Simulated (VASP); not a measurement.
Write the native input for VASP 6.6.1 that does the following.

```yaml
Task: relaxation of cell and atoms
Functional: PBE
Potentials_or_basis: VASP PAW PBE potentials, release 64 (Li_sv, Cr_pv)
Cutoff: 600 eV
k_mesh: 14 × 14 × 14
Occupations: gaussian, width 0.1 eV
Spin: no spin polarisation
Dipole_correction: no
Further_INCAR_settings: ALGO = Fast; EDIFF = 1e-06; IBRION = 2; EDIFFG = -0.01; NSW = 100; ISIF = 3
```

The structure of LiCr3 lies in POSCAR:

```
LiCr3
1.0
    3.5886738979      0.0000000000      0.0000000000
    0.0000000000      3.5886738979      0.0000000000
    0.0000000000      0.0000000000      3.5886738979
Li Cr
1 3
Direct
    0.0000000000      0.0000000000      0.0000000000
    0.0000000000      0.5000000000      0.5000000000
    0.5000000000      0.0000000000      0.5000000000
    0.5000000000      0.5000000000      0.0000000000
```

One way to write it, as run:

INCAR

```
SYSTEM = LiCr3
  ALGO = Fast
  EDIFF = 1E-6
  EDIFFG = -0.01
  ENCUT = 600
  GGA = PE
  IBRION = 2
  ISIF = 3
  ISMEAR = 0
  LASPH = .True.
  LCHARG = .False.
  LREAL = .False.
  LWAVE = .False.
  NELM = 100
  NSW = 100
  PREC = Accurate
  SIGMA = 0.1
```

KPOINTS

```
k-points
0
Gamma
  14 14 14
  0 0 0
```

Potentials or basis: VASP PAW PBE potentials, release 64 (Li_sv, Cr_pv).

The run is started by

```console
$ cat potpaw_PBE.64/Li_sv/POTCAR potpaw_PBE.64/Cr_pv/POTCAR > POTCAR
$ mpirun -np 1 vasp_std > vasp.out
```

Results of the run:

The relaxed volume is 11.42 Å³/atom and the relaxed cell is a = 3.575 Å, b = 3.575 Å, c = 3.575 Å, α = 90.00°, β = 90.00°, γ = 90.00°. The space group after relaxing (to 0.1 Å) is Pm-3m (No. 221). The energy gained by relaxing is 0.8 meV/atom. The ionic steps are 3. The pressure after relaxing is -0.1 GPa and the band gap on the k mesh is zero (an odd number of electrons rules out a gap without spin polarisation).

Caveat: the cutoff is under 1.25 times the usual one of these potentials, so pressure, stress and relaxed cells hold a basis-set (Pulay) error; the run has no spin polarisation, though such a crystal can be magnetic.

Wall time 10 min on 1 thread of Oxide Virtual Turin-like Processor, on a shared host, peak memory 0.23 GiB.
